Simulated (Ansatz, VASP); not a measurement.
**Two plane-wave programs on Ir**

POSCAR

```
Ir
1.0
    2.7513778946      0.0000000000      0.0000000000
   -1.3756889473      2.3827631521      0.0000000000
    0.0000000000      0.0000000000      4.4622900000
Ir
2
Direct
    0.3333333333      0.6666666667      0.2500000000
    0.6666666667      0.3333333333      0.7500000000
```

INCAR.step1

```
PREC = Accurate
ENCUT = 520
EDIFF = 1E-5
ISMEAR = -1
SIGMA = 0.05
LREAL = F
LASPH = T
NELM = 60
ALGO = Normal
ISIF = 2
LWAVE = T
GGA = PE
NBANDS = 16
```

The input INCAR.step2:

```
PREC = Accurate
ENCUT = 520
EDIFF = 1E-6
ISMEAR = -1
SIGMA = 0.05
LREAL = F
LASPH = T
NELM = 60
ALGO = Normal
ISIF = 2
LWAVE = F
LCHARG = T
METAGGA = R2SCAN
LHFCALC = T
AEXX = 0.25
LMIXTAU = T
PRECFOCK = Normal
LELF = T
LVHAR = T
ISTART = 1
NBANDS = 16
```

The input KPOINTS:

```
regular mesh
0
Gamma
  6 6 3
```

File input:

```
crystal:
  lattice:
    - [2.7513778946, 0.0, 0.0]
    - [-1.3756889473, 2.3827631521, 0.0]
    - [0.0, 0.0, 4.46229]
  atoms:
    - { symbol: Ir, position: [0.3333333333, 0.6666666667, 0.25] }
    - { symbol: Ir, position: [0.6666666667, 0.3333333333, 0.75] }
hamiltonian:
  xc: r2scan0
  pseudopotentials: { kind: paw }
kpoints:
  mp_grid: { grid: [6, 6, 3] }
scf:
  occupations: { method: fermi_dirac, width: 0.05 }
output:
  forces: true
  stress: true
  eigenvalues: true
```

Alike in both runs: task single point; functional r2SCAN0; k mesh 6 × 6 × 3; occupations fermi-dirac, width 0.05 eV; no spin polarisation.

```csv
,VASP,Ansatz
version,VASP 6.6.1,Ansatz 0.2.0
potentials or method,"VASP PAW PBE potentials, release 64 (Ir)",Ansatz PAW
plane-wave cutoff (eV),520,500
valence electrons in the cell,18,34
```

|  | VASP | Ansatz | Ansatz less VASP |
| --- | --- | --- | --- |
| gap on the k mesh at the Fermi level (eV) | none | none | - |
| pressure (GPa) | -16.5 | -19.4 | -2.91 |
| traceless stress, the component that is largest in VASP (GPa) | -10.09 | -10.49 | -0.400 |

VASP's potentials were made for PBE, not for r2SCAN0. A gap of «none» marks a metal or a gap that the smearing closes. With one functional, cell and mesh, what is left measures potentials, basis and numerics. VASP's potentials hold 18 valence electrons a cell and Ansatz's 34, so a difference there can come from the potentials and not from the codes.

The k mesh is coarse, so the values compare programs but aren't converged. Spin-orbit coupling is off throughout.
